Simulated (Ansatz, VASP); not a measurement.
## ZnSe in VASP and in Ansatz

Contents of INCAR:

```
SYSTEM = ZnSe
PREC = Accurate ; ENCUT = 520
EDIFF = 1E-7 ; ISMEAR = 0
SIGMA = 0.05 ; LREAL = .FALSE.
LASPH = .TRUE. ; NELM = 80
ALGO = Normal ; ISIF = 2
LWAVE = .FALSE. ; LCHARG = .FALSE.
NBANDS = 16
```

KPOINTS

```
Automatic mesh
0
G
  10 10 10
  0 0 0
```

POSCAR

```
ZnSe
1.0
    0.0000000000      3.0565165300      2.5479464238
    2.5479464238      0.0000000000      2.5479464238
    2.5479464238      3.0565165300      0.0000000000
Zn Se
1 1
Direct
    0.0000000000      0.0000000000      0.0000000000
    0.7500000000      0.7500000000      0.7500000000
```

Input for Ansatz:

```yaml
crystal:
  lattice:
    - [0.0, 3.05651653, 2.5479464238]
    - [2.5479464238, 0.0, 2.5479464238]
    - [2.5479464238, 3.05651653, 0.0]
  atoms:
    - { symbol: Zn, position: [0.0, 0.0, 0.0] }
    - { symbol: Se, position: [0.75, 0.75, 0.75] }
basis:
  ecutwfc: 520.0
kpoints:
  mp_grid: { grid: [10, 10, 10] }
hamiltonian:
  xc: lda
  pseudopotentials: { kind: paw, azcp: { folder: soft_1 } }
scf:
  occupations: { method: gaussian, width: 0.05 }
output:
  forces: true
  stress: true
  eigenvalues: true
```

Alike in both runs: task single point; functional LDA; k mesh 10 × 10 × 10; occupations gaussian, width 0.05 eV; no spin polarisation.

```csv
,VASP,Ansatz
version,VASP 6.6.1,Ansatz 0.2.0
potentials or method,"VASP PAW LDA potentials, release 64 (Zn, Se), cutoff 520 eV","scalar-relativistic, plane waves, PAW"
valence electrons in the cell,18,28
```

VASP gave:

| Quantity | Value |
| --- | --- |
| gap on the k mesh at the Fermi level (eV) | 1.14 |
| least direct gap on the mesh (eV) | 1.14 |
| pressure (GPa) | 6.8 |
| traceless stress, the component that is largest in VASP (GPa) | -6.33 |

Estimate Ansatz's values.

gap on the k mesh at the Fermi level (eV): 1.09; least direct gap on the mesh (eV): 1.09; pressure (GPa): 6.3; traceless stress, the component that is largest in VASP (GPa): -6.38.

Ansatz warns that its potentials were made for another functional, while VASP's fit it. LDA's correlation is that of Perdew and Zunger in VASP and of Perdew and Wang (1992) in Ansatz. VASP's potentials hold 18 valence electrons a cell and Ansatz's 28, so a difference there can come from the potentials and not from the codes.
